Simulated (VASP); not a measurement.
Here is a VASP 6.6.1 calculation.

The input INCAR:

```
PREC = Accurate ; ENCUT = 520
EDIFF = 1E-7 ; ISMEAR = 0
SIGMA = 0.02 ; LREAL = Auto
LASPH = True ; NELM = 100
ALGO = Normal ; ISIF = 2
LWAVE = False ; LCHARG = True
GGA = PE ; LELF = True
LVHAR = True ; NBANDS = 82
```

Contents of KPOINTS:

```
regular mesh
0
Gamma
  3 3 3
```

File POSCAR:

```
Ga7As9
1.0
    0.0000000000      5.7453846521     -5.7453846521
    5.7453846521      5.7453846521      0.0000000000
    5.7453846521      0.0000000000     -5.7453846521
As Ga
9 7
Direct
    0.4990396457      0.5137681016     -0.0130287543
    0.3760673296      0.3732967462      0.3735633646
    0.3731446359      0.8730729486      0.3775109919
    0.8736426201      0.3729432212      0.3786299482
    0.8750923659      0.8730714787      0.3775376481
    0.3682687881      0.3706258938      0.8735219166
    0.3647899585      0.9032822394      0.8660221809
    0.8865074913      0.3705684730      0.8735895406
    0.8737573515      0.8744936285      0.8767486657
    0.5004225162     -0.0007236448      0.0046244562
    0.9963397517      0.5006219276      0.0056414147
    0.9945601679     -0.0007988859      0.0045929653
    0.5000484143      0.4991057173      0.4988807482
    0.5017134736      0.0003884516      0.4949692289
    1.0009130806      0.4990440682      0.4988795090
    0.9988742934     -0.0010442111      0.5021922559
```

Potentials or basis: VASP PAW PBE potentials, release 64 (As, Ga_d).

Launch:

```bash
$ cat potpaw_PBE.64/As/POTCAR potpaw_PBE.64/Ga_d/POTCAR > POTCAR
$ mpirun -np 1 vasp_std > vasp.out
```

Task: Predict the band gap on the k mesh.

Result: Zero (bands 68 and 69 overlap by 0.67 eV).

Task: What does it give for the largest force?

Result: 0.021 eV/Å.

Task: Estimate the pressure.

Result: 2.0 GPa.

Stress tensor (GPa, compression positive):
```
 1.90  0.30  0.30
 0.30  1.98 -0.02
 0.30 -0.02  1.99
```
